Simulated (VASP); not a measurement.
# MnO (Manganosite) (Fm-3m) in VASP: notebook

Runs on MnO (Manganosite). Level: r2SCAN. Tasks: single point.

Everything below comes from runs of VASP 6.6.1. Logs are shortened: lines on timing, memory, paths and dates and some standing lists are left out, and cuts for length are marked.

### 1 The cell of the first run

Symmetry: Fm-3m, No. 225, cubic system. Conventional cell: a = 4.494 Å, b = 4.494 Å, c = 4.494 Å, α = 90.00°, β = 90.00°, γ = 90.00°. Mn (site symmetry m-3m) has 6 O at 2.25 Å within 3.0 Å. O (site symmetry m-3m) has 6 Mn at 2.25 Å within 3.0 Å.

### 2 Single point, r2SCAN, collinear spin, ferromagnetic start (volume scaled by 1.03)

Contents of POSCAR:

```
MnO
1.0
    0.0000000000      2.2472448805      2.2472448805
    2.2472448805      0.0000000000      2.2472448805
    2.2472448805      2.2472448805      0.0000000000
Mn O
1 1
Direct
    0.0000000000      0.0000000000      0.0000000000
    0.5000000000      0.5000000000      0.5000000000
```

Contents of INCAR.step1:

```
SYSTEM = MnO
  PREC = Accurate
  ENCUT = 520
  ISMEAR = 0
  SIGMA = 0.1
  LREAL = .False.
  LASPH = .True.
  NELM = 150
  ISPIN = 2
  MAGMOM = 4.69 0.28
  LMAXMIX = 4
  NBANDS = 20
  GGA = PE
  ALGO = Normal
  EDIFF = 1E-4
  LWAVE = .True.
  LCHARG = .False.
```

Contents of INCAR.step2:

```
SYSTEM = MnO
  PREC = Accurate
  ENCUT = 520
  EDIFF = 1E-6
  ISMEAR = 0
  SIGMA = 0.1
  LREAL = .False.
  LASPH = .True.
  NELM = 150
  ALGO = Normal
  ISIF = 2
  LWAVE = .False.
  LCHARG = .False.
  ISPIN = 2
  MAGMOM = 4.69 0.28
  LORBIT = 11
  LMAXMIX = 4
  METAGGA = R2SCAN
  LMIXTAU = .True.
  NBANDS = 20
  ISTART = 1
```

Contents of KPOINTS:

```
Automatic mesh
0
Gamma
  16 16 16
  0 0 0
```

Potentials or basis: VASP PAW PBE potentials, release 64 (Mn_pv, O).

The run is started by

```bash
> cat potpaw_PBE.64/Mn_pv/POTCAR potpaw_PBE.64/O/POTCAR > POTCAR
> cp INCAR.step1 INCAR
> mpirun -np 1 vasp_std > vasp.out
> cp INCAR.step2 INCAR
> mpirun -np 1 vasp_std > vasp.out
```

OUTCAR:

```text
SYSTEM = MnO
   PREC = Accurate
   ENCUT = 520
   EDIFF = 1E-6
   ISMEAR = 0
   LREAL = .False.
   LASPH = .True.
   NELM = 150
   ISIF = 2
   ISPIN = 2
   LORBIT = 11
   METAGGA = R2SCAN
   ISTART = 1

 ion  position               nearest neighbor table
   1  0.000  0.000  0.000-   2 2.25   2 2.25   2 2.25   2 2.25   2 2.25   2 2.25
   2  0.500  0.500  0.500-   1 2.25   1 2.25   1 2.25   1 2.25   1 2.25   1 2.25

  LATTYP: Found a face centered cubic cell.
 ALAT       =     4.4944897610

  Lattice vectors:

 A1 = (   0.0000000000,   2.2472448805,   2.2472448805)
 A2 = (   2.2472448805,   0.0000000000,   2.2472448805)
 A3 = (   2.2472448805,   2.2472448805,   0.0000000000)

Analysis of symmetry for initial positions (statically):
=====================================================================
 Subroutine PRICEL returns:
 Original cell was already a primitive cell.

 Routine SETGRP: Setting up the symmetry group for a
 face centered cubic supercell.

 Subroutine GETGRP returns: Found 48 space group operations
 (whereof 48 operations were pure point group operations)
 out of a pool of 48 trial point group operations.

The static configuration has the point symmetry O_h .

Analysis of symmetry for dynamics (positions and initial velocities):
=====================================================================
 Subroutine PRICEL returns:
 Original cell was already a primitive cell.

 Routine SETGRP: Setting up the symmetry group for a
 face centered cubic supercell.

 Subroutine GETGRP returns: Found 48 space group operations
 (whereof 48 operations were pure point group operations)
 out of a pool of 48 trial point group operations.

The dynamic configuration has the point symmetry O_h .

Analysis of structural, dynamic, and magnetic symmetry:
=====================================================================
 Subroutine PRICEL returns:
 Original cell was already a primitive cell.

 Routine SETGRP: Setting up the symmetry group for a
 face centered cubic supercell.

 Subroutine GETGRP returns: Found 48 space group operations
 (whereof 48 operations were pure point group operations)
 out of a pool of 48 trial point group operations.

The overall configuration has the point symmetry O_h .

 Subroutine INISYM returns: Found 48 space group operations
 (whereof 48 operations are pure point group operations),
 and found     1 'primitive' translations

----------------------------------------------------------------------------------------
[... 109 lines left out ...]
   EFERMI_NEDOS =   21; number of points for ismear=-14 and -15
   IALGO  =     38    algorithm
   IMIX   =      4    mixing-type and parameters
     AMIX     =   0.40;   BMIX     =  1.00
     AMIX_MAG =   1.60;   BMIX_MAG =  1.00
  volume/ion in A,a.u.               =      11.35        76.59
  Fermi-wavevector in a.u.,A,eV,Ry     =   1.542881  2.915621 32.388401  2.380480
  Thomas-Fermi vector in A             =   2.648622
   LORBIT       =     11    0 simple, 1 ext, 2 COOP (PROOUT), +10 PAW based schemes
   METAGGA = R2SCAN    functional components
   LHFCALC =     F    Hartree Fock is set to
   AEXX    =    0.0000 exact exchange contribution
   IVDW    =     0    specifies the selected vdW correction
   LEPSILON=     F    determine dielectric tensor
   LRPA    =     F    only Hartree local field effects (RPA)
 spin polarized calculation
 Gauss-broadening in eV      SIGMA  =   0.10
  energy-cutoff  :      520.00
  volume of cell :       22.70
 maximum number of plane-waves:       622
   NGX = 11   NGY = 11   NGZ = 11

 number of electron      18.9999991 magnetization       5.0000090

 Free energy of the ion-electron system (eV)
  ---------------------------------------------------
  ext. energy  EPLUGINS =         0.00000000
  ---------------------------------------------------
  free energy    TOTEN  =       -24.47691338 eV

  energy without entropy =      -24.47677018  energy(sigma->0) =      -24.47684178

 E-fermi :   6.9295     XC(G=0): -12.3390

 val. band max:        6.8200921967   @ k =   0.5000   0.0000   0.0000
 cond. band min:       6.9913489385   @ k =   0.0625   0.0000   0.0000
 fundamental gap:      0.1712567418
 Fermi energy:         6.9295126761

 spin component 1

 k-point     1 :       0.0000    0.0000    0.0000
  band No.  band energies     occupation
      1     -45.6741      1.00000
      2     -45.6741      1.00000
      3     -45.6740      1.00000
      4     -14.0462      1.00000
      5       3.2469      1.00000
      6       3.2469      1.00000
[... 541 lines left out ...]
     19      27.1043      0.00000
     20      28.4118      0.00000

 [... further k-points ...]

 spin component 2

 k-point     1 :       0.0000    0.0000    0.0000
  band No.  band energies     occupation
      1     -39.2826      1.00000
      2     -39.2826      1.00000
      3     -39.2824      1.00000
      4     -13.5426      1.00000
      5       3.7868      1.00000
      6       3.7868      1.00000
[... 541 lines left out ...]
     19      29.6832      0.00000
     20      31.2783      0.00000

 [... further k-points ...]
[... 5 lines left out ...]
  --------------------------------------------------------------------------------------
  -------------------------------------------------------------------------------------
  Total       -0.6284764     -0.6284764     -0.6284764     -0.0000000      0.0000000      0.0000000
  in kB      -44.3627421    -44.3627421    -44.3627421     -0.0000000      0.0000000      0.0000000
  external PRESSURE =     -44.3627421 kB  Pullay stress =       0.0000000 kB

 VOLUME and BASIS-vectors are now :
 -----------------------------------------------------------------------------
  energy-cutoff  :      520.00
  volume of cell :       22.70
      direct lattice vectors                 reciprocal lattice vectors
     0.000000000  2.247244880  2.247244880    -0.222494666  0.222494666  0.222494666
     2.247244880  0.000000000  2.247244880     0.222494666 -0.222494666  0.222494666
     2.247244880  2.247244880  0.000000000     0.222494666  0.222494666 -0.222494666

 POSITION                                       TOTAL-FORCE (eV/Angst)
 -----------------------------------------------------------------------------------
      0.00000      0.00000      0.00000        -0.000000      0.000000      0.000000
      2.24724      2.24724      2.24724         0.000000     -0.000000     -0.000000
 -----------------------------------------------------------------------------------
    total drift:                                0.000000     -0.000000     -0.000000

  FREE ENERGIE OF THE ION-ELECTRON SYSTEM (eV)
  ---------------------------------------------------
  free  energy   TOTEN  =       -24.4769133808 eV

  energy  without entropy=      -24.4767701771  energy(sigma->0) =      -24.47684178

 total charge

# of ion       s       p       d       tot
------------------------------------------
    1        0.201   6.160   4.946  11.308
    2        1.558   3.455   0.000   5.013
--------------------------------------------------
tot          1.759   9.615   4.946  16.321

 magnetization (x)

# of ion       s       p       d       tot
------------------------------------------
    1        0.029   0.021   4.501   4.552
    2        0.030   0.192   0.000   0.223
--------------------------------------------------
tot          0.059   0.214   4.501   4.774
```

It took 3.8 min on 1 thread of Intel Xeon Platinum 8375C at 2.90GHz (Ice Lake), shared host; peak memory 0.22 GiB.

Results:

| Item | Value |
| --- | --- |
| Free energy | -24.4769 eV |
| Pressure | -4.4 GPa |
| Band gap on the k mesh | zero (filled and empty bands overlap) |
| Net moment | 5.00 μB per cell |
| Site moments | Mn +4.55; O +0.22 μB |
| Valence electrons inside the program's atomic spheres | Mn 11.31; O 5.01 |

Caveat: the PAW data sets were made with another functional, which shifts forces and pressure a little; a cell with one magnetic atom can't hold antiferromagnetic order, which such compounds often take; semilocal functionals often make such compounds metallic where correlation or magnetic order opens a gap, which also shifts bond lengths.

### 3 Single point, r2SCAN, collinear spin, ferromagnetic start (volume scaled by 1.06)

Contents of POSCAR:

```
MnO
1.0
    0.0000000000      2.2688543300      2.2688543300
    2.2688543300      0.0000000000      2.2688543300
    2.2688543300      2.2688543300      0.0000000000
Mn O
1 1
Direct
    0.0000000000      0.0000000000      0.0000000000
    0.5000000000      0.5000000000      0.5000000000
```

Contents of INCAR.step1:

```
SYSTEM = MnO
PREC = Accurate ; ENCUT = 520
ISMEAR = 0 ; SIGMA = 0.1
LREAL = .False. ; LASPH = .True.
NELM = 150 ; ISPIN = 2
MAGMOM = 4.69 0.28 ; LMAXMIX = 4
NBANDS = 20 ; GGA = PE
ALGO = Normal ; EDIFF = 1E-4
LWAVE = .True. ; LCHARG = .False.
```

Contents of INCAR.step2:

```
SYSTEM = MnO
PREC = Accurate ; ENCUT = 520
EDIFF = 1E-7 ; ISMEAR = 0
SIGMA = 0.1 ; LREAL = .False.
LASPH = .True. ; NELM = 150
ALGO = Normal ; ISIF = 2
LWAVE = .False. ; LCHARG = .True.
ISPIN = 2 ; MAGMOM = 4.69 0.28
LORBIT = 11 ; LMAXMIX = 4
METAGGA = R2SCAN ; LMIXTAU = .True.
LELF = .True. ; LVHAR = .True.
NBANDS = 20 ; ISTART = 1
```

Contents of KPOINTS:

```
regular mesh
0
Gamma
  16 16 16
  0 0 0
```

Potentials or basis: VASP PAW PBE potentials, release 64 (Mn_pv, O).

The run is started by

```bash
> cat potpaw_PBE.64/Mn_pv/POTCAR potpaw_PBE.64/O/POTCAR > POTCAR
> cp INCAR.step1 INCAR
> mpirun -np 1 vasp_std > vasp.out
> cp INCAR.step2 INCAR
> mpirun -np 1 vasp_std > vasp.out
```

OUTCAR:

```text
SYSTEM = MnO
   PREC = Accurate
   ENCUT = 520
   EDIFF = 1E-7
   ISMEAR = 0
   LREAL = .False.
   LASPH = .True.
   NELM = 150
   ISIF = 2
   ISPIN = 2
   LORBIT = 11
   METAGGA = R2SCAN
   ISTART = 1

 ion  position               nearest neighbor table
   1  0.000  0.000  0.000-   2 2.27   2 2.27   2 2.27   2 2.27   2 2.27   2 2.27
   2  0.500  0.500  0.500-   1 2.27   1 2.27   1 2.27   1 2.27   1 2.27   1 2.27

  LATTYP: Found a face centered cubic cell.
 ALAT       =     4.5377086600

  Lattice vectors:

 A1 = (   0.0000000000,   2.2688543300,   2.2688543300)
 A2 = (   2.2688543300,   0.0000000000,   2.2688543300)
 A3 = (   2.2688543300,   2.2688543300,   0.0000000000)

Analysis of symmetry for initial positions (statically):
=====================================================================
 Subroutine PRICEL returns:
 Original cell was already a primitive cell.

 Routine SETGRP: Setting up the symmetry group for a
 face centered cubic supercell.

 Subroutine GETGRP returns: Found 48 space group operations
 (whereof 48 operations were pure point group operations)
 out of a pool of 48 trial point group operations.

The static configuration has the point symmetry O_h .

Analysis of symmetry for dynamics (positions and initial velocities):
=====================================================================
 Subroutine PRICEL returns:
 Original cell was already a primitive cell.

 Routine SETGRP: Setting up the symmetry group for a
 face centered cubic supercell.

 Subroutine GETGRP returns: Found 48 space group operations
 (whereof 48 operations were pure point group operations)
 out of a pool of 48 trial point group operations.

The dynamic configuration has the point symmetry O_h .

Analysis of structural, dynamic, and magnetic symmetry:
=====================================================================
 Subroutine PRICEL returns:
 Original cell was already a primitive cell.
[... 141 lines left out ...]
  energy-cutoff  :      520.00
  volume of cell :       23.36
 maximum number of plane-waves:       640
   NGX = 11   NGY = 11   NGZ = 11

 number of electron      19.0000007 magnetization       5.0000015

 Free energy of the ion-electron system (eV)
  ---------------------------------------------------
  ext. energy  EPLUGINS =         0.00000000
  ---------------------------------------------------
  free energy    TOTEN  =       -24.45034164 eV

  energy without entropy =      -24.45016357  energy(sigma->0) =      -24.45025260

 E-fermi :   6.5004     XC(G=0): -12.1690

 val. band max:        6.3975212571   @ k =   0.5000   0.0000   0.0000
 cond. band min:       6.5430842334   @ k =   0.0625   0.0000   0.0000
 fundamental gap:      0.1455629763
 Fermi energy:         6.5004482193

 spin component 1

 k-point     1 :       0.0000    0.0000    0.0000
  band No.  band energies     occupation
      1     -46.0454      1.00000
      2     -46.0454      1.00000
      3     -46.0453      1.00000
      4     -14.1525      1.00000
      5       3.0363      1.00000
      6       3.0363      1.00000
[... 541 lines left out ...]
     19      26.3452      0.00000
     20      27.6030      0.00000

 [... further k-points ...]

 spin component 2

 k-point     1 :       0.0000    0.0000    0.0000
  band No.  band energies     occupation
      1     -39.6438      1.00000
      2     -39.6438      1.00000
      3     -39.6437      1.00000
      4     -13.6703      1.00000
      5       3.5497      1.00000
      6       3.5497      1.00000
[... 541 lines left out ...]
     19      28.9178      0.00000
     20      30.4430      0.00000

 [... further k-points ...]
[... 5 lines left out ...]
  --------------------------------------------------------------------------------------
  -------------------------------------------------------------------------------------
  Total       -1.2344557     -1.2344557     -1.2344557      0.0000000      0.0000000     -0.0000000
  in kB      -84.6713060    -84.6713060    -84.6713060      0.0000000      0.0000000     -0.0000000
  external PRESSURE =     -84.6713060 kB  Pullay stress =       0.0000000 kB

 VOLUME and BASIS-vectors are now :
 -----------------------------------------------------------------------------
  energy-cutoff  :      520.00
  volume of cell :       23.36
      direct lattice vectors                 reciprocal lattice vectors
     0.000000000  2.268854330  2.268854330    -0.220375541  0.220375541  0.220375541
     2.268854330  0.000000000  2.268854330     0.220375541 -0.220375541  0.220375541
     2.268854330  2.268854330  0.000000000     0.220375541  0.220375541 -0.220375541

 POSITION                                       TOTAL-FORCE (eV/Angst)
 -----------------------------------------------------------------------------------
      0.00000      0.00000      0.00000        -0.000000      0.000000      0.000000
      2.26885      2.26885      2.26885         0.000000      0.000000     -0.000000
 -----------------------------------------------------------------------------------
    total drift:                                0.000000     -0.000000     -0.000000

  FREE ENERGIE OF THE ION-ELECTRON SYSTEM (eV)
  ---------------------------------------------------
  free  energy   TOTEN  =       -24.4503416407 eV

  energy  without entropy=      -24.4501635655  energy(sigma->0) =      -24.45025260

 total charge

# of ion       s       p       d       tot
------------------------------------------
    1        0.195   6.151   4.933  11.280
    2        1.558   3.441   0.000   4.999
--------------------------------------------------
tot          1.753   9.593   4.933  16.279

 magnetization (x)

# of ion       s       p       d       tot
------------------------------------------
    1        0.030   0.021   4.508   4.559
    2        0.029   0.184   0.000   0.213
--------------------------------------------------
tot          0.059   0.205   4.508   4.772
```

OUTCAR.step1:

```text
SYSTEM = MnO
   PREC = Accurate
   ENCUT = 520
   ISMEAR = 0
   LREAL = .False.
   LASPH = .True.
[... 1346 lines left out ...]
      0.00000      0.00000      0.00000        -0.000000     -0.000000      0.000000
      2.26885      2.26885      2.26885         0.000000      0.000000     -0.000000
 -----------------------------------------------------------------------------------
    total drift:                                0.000000     -0.000000     -0.000000

  FREE ENERGIE OF THE ION-ELECTRON SYSTEM (eV)
  ---------------------------------------------------
  free  energy   TOTEN  =       -16.3780371026 eV

  energy  without entropy=      -16.3737832721  energy(sigma->0) =      -16.37591019
```

OSZICAR.step1:

```text
N       E                     dE             d eps       ncg     rms          rms(c)
DAV:   1     0.170973122077E+03    0.17097E+03   -0.10474E+04 11648   0.110E+03
DAV:   2    -0.101013881632E+02   -0.18107E+03   -0.16817E+03 11964   0.324E+02
DAV:   3    -0.187676112461E+02   -0.86662E+01   -0.85715E+01 13084   0.767E+01
DAV:   4    -0.188346384101E+02   -0.67027E-01   -0.67011E-01 13328   0.699E+00
DAV:   5    -0.188352623856E+02   -0.62398E-03   -0.62397E-03 12988   0.673E-01    0.131E+01
DAV:   6    -0.166220166885E+02    0.22132E+01   -0.98753E+00 15724   0.326E+01    0.121E+01
DAV:   7    -0.163917410037E+02    0.23028E+00   -0.12844E+00 13216   0.149E+01    0.716E+00
DAV:   8    -0.163879594049E+02    0.37816E-02   -0.13278E-01 12936   0.265E+00    0.438E+00
DAV:   9    -0.163754069058E+02    0.12552E-01   -0.36153E-02 12096   0.205E+00    0.120E+00
DAV:  10    -0.163778984540E+02   -0.24915E-02   -0.70294E-03 12140   0.973E-01    0.192E-01
DAV:  11    -0.163780049732E+02   -0.10652E-03   -0.84967E-04 13252   0.253E-01    0.922E-02
DAV:  12    -0.163780371026E+02   -0.32129E-04   -0.48220E-05  9204   0.858E-02
   1 F= -.16378037E+02 E0= -.16375910E+02  d E =-.425383E-02  mag=     4.8947
```

Wall time 4.6 min (1 thread of Intel Xeon Platinum 8375C at 2.90GHz (Ice Lake), shared host); peak memory 0.23 GiB.

Results:

| Property | Result |
| --- | --- |
| Free energy | -24.4503 eV |
| Pressure | -8.5 GPa |
| Band gap on the k mesh | zero (filled and empty bands overlap) |
| Net moment | 5.00 μB per cell |
| Site moments | Mn +4.56; O +0.21 μB |
| Valence electrons inside the program's atomic spheres | Mn 11.28; O 5.00 |

Caveat: the PAW data sets were made with another functional, which shifts forces and pressure a little; a cell with one magnetic atom can't hold antiferromagnetic order, which such compounds often take; semilocal functionals often make such compounds metallic where correlation or magnetic order opens a gap, which also shifts bond lengths.
